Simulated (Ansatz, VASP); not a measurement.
**Be4ZnTe: VASP beside Ansatz**

Contents of INCAR:

```
SYSTEM = Be4ZnTe
PREC = Accurate
ENCUT = 520
EDIFF = 1E-7
ISMEAR = 0
SIGMA = 0.1
LREAL = .False.
LASPH = .True.
NELM = 60
ALGO = Normal
ISIF = 2
LWAVE = .False.
LCHARG = .False.
GGA = PE
NBANDS = 22
```

File KPOINTS:

```
regular mesh
0
Gamma
  4 4 4
  0 0 0
```

POSCAR

```
Be4ZnTe
1.0
    0.0000000000      3.2751263600      3.2751263600
    3.2751263600      0.0000000000      3.2751263600
    3.2751263600      3.2751263600      0.0000000000
Be Zn Te
4 1 1
Direct
    0.3748045600      0.3748045600      0.8755863300
    0.8755863300      0.3748045600      0.3748045600
    0.3748045600      0.3748045600      0.3748045600
    0.3748045600      0.8755863300      0.3748045600
    0.7500000000      0.7500000000      0.7500000000
    0.0000000000      0.0000000000      0.0000000000
```

Input for Ansatz:

```yaml
crystal:
  lattice:
    - [0.0, 3.27512636, 3.27512636]
    - [3.27512636, 0.0, 3.27512636]
    - [3.27512636, 3.27512636, 0.0]
  atoms:
    - { symbol: Be, position: [0.37480456, 0.37480456, 0.87558633] }
    - { symbol: Be, position: [0.87558633, 0.37480456, 0.37480456] }
    - { symbol: Be, position: [0.37480456, 0.37480456, 0.37480456] }
    - { symbol: Be, position: [0.37480456, 0.87558633, 0.37480456] }
    - { symbol: Zn, position: [0.75, 0.75, 0.75] }
    - { symbol: Te, position: [0.0, 0.0, 0.0] }
basis:
  ecutwfc: 420
kpoints:
  mp_grid: { grid: [4, 4, 4] }
hamiltonian:
  xc: pbe
scf:
  occupations: { method: gaussian, width: 0.1 }
  lower_state_search: "off"
output:
  forces: true
  stress: true
  eigenvalues: true
```

Change from the starting cell: species swapped into the ErInCu4 type (F-43m, No. 216).

Alike in both runs: task single point; functional PBE; k mesh 4 × 4 × 4; occupations gaussian, width 0.1 eV; no spin polarisation.

|  | VASP | Ansatz |
| --- | --- | --- |
| version | VASP 6.6.1 | Ansatz 0.2.0 |
| potentials or method | VASP PAW PBE potentials, release 64 (Be, Zn, Te), cutoff 520 eV | scalar-relativistic, plane waves, PAW |
| valence electrons in the cell | 26 | 36 |

```tsv
	VASP	Ansatz	Ansatz less VASP
gap on the k mesh at the Fermi level (eV)	none	none	-
pressure (GPa)	9.8	9.6	-0.21
rms of the force components (eV/Å)	0.138	0.138	-0.0007
```

Atom by atom the forces differ by 0.001 eV/Å (rms over components). A gap of «none» marks a metal or a gap that the smearing closes. VASP's potentials hold 26 valence electrons a cell and Ansatz's 36, so a difference there can come from the potentials and not from the codes.

The k mesh is coarse, so the values compare programs but aren't converged. Neither program's run includes spin-orbit coupling.
